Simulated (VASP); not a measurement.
Write the native input for VASP 6.6.1 that does the following.

| Property | Result |
| --- | --- |
| Task | relaxation of cell and atoms |
| Functional | revPBE |
| Potentials or basis | VASP PAW PBE potentials, release 64 (Ru_pv) |
| Cutoff | 600 eV |
| k mesh | 7 × 7 × 4 |
| Occupations | fermi-dirac, width 0.1 eV |
| Spin | no spin polarisation |
| Target pressure | 5 GPa |
| Dipole correction | no |
| Further INCAR settings | ALGO = Normal; EDIFF = 1e-06; IBRION = 2; EDIFFG = -0.02; NSW = 80; ISIF = 3 |

The structure of Ru lies in POSCAR:

```
Ru
1.0
    2.6800000000      0.0000000000      0.0000000000
   -1.3400000000      2.3209480821      0.0000000000
    0.0000000000      0.0000000000      4.3764400000
Ru
2
Direct
    0.3333333333      0.6666666667      0.2500000000
    0.6666666667      0.3333333333      0.7500000000
```

The input as run:

INCAR

```
SYSTEM = Ru
  ALGO = Normal
  EDIFF = 1E-6
  EDIFFG = -0.02
  ENCUT = 600
  GGA = RE
  IBRION = 2
  ISIF = 3
  ISMEAR = -1
  LASPH = .TRUE.
  LCHARG = .FALSE.
  LREAL = .FALSE.
  LWAVE = .FALSE.
  NELM = 80
  NSW = 80
  PREC = Accurate
  PSTRESS = 50.0
  SIGMA = 0.1
```

KPOINTS

```
k-points
0
G
  7 7 4
  0 0 0
```

Potentials or basis: VASP PAW PBE potentials, release 64 (Ru_pv).

Run with:

```bash
$ cat potpaw_PBE.64/Ru_pv/POTCAR > POTCAR
$ mpirun -np 1 vasp_std > vasp.out
```

Results of the run:

The relaxed volume is 13.72 Å³/atom. The relaxed cell is a = 2.727 Å, b = 2.727 Å, c = 4.261 Å, α = 90.00°, β = 90.00°, γ = 120.00° and the space group after relaxing (to 0.05 Å) is P6_3/mmc (No. 194). The energy change on relaxing (the enthalpy is what falls) is -27.1 meV/atom and the ionic steps are 5. The pressure after relaxing is 4.9 GPa and the band gap on the k mesh is zero (band 14 reaches 13.99 eV, above the bottom of band 15 at 11.24 eV).

Caveat: the k points lie up to 0.38 Å⁻¹ apart in the final cell; the cell is relaxed towards a set pressure, so the enthalpy falls and the energy may rise; the PAW data sets were made with another functional, which shifts forces and pressure a little.

Run time: 98 s on 1 thread of Intel Xeon 8259CL, with other jobs on the host, peak memory 0.16 GiB.
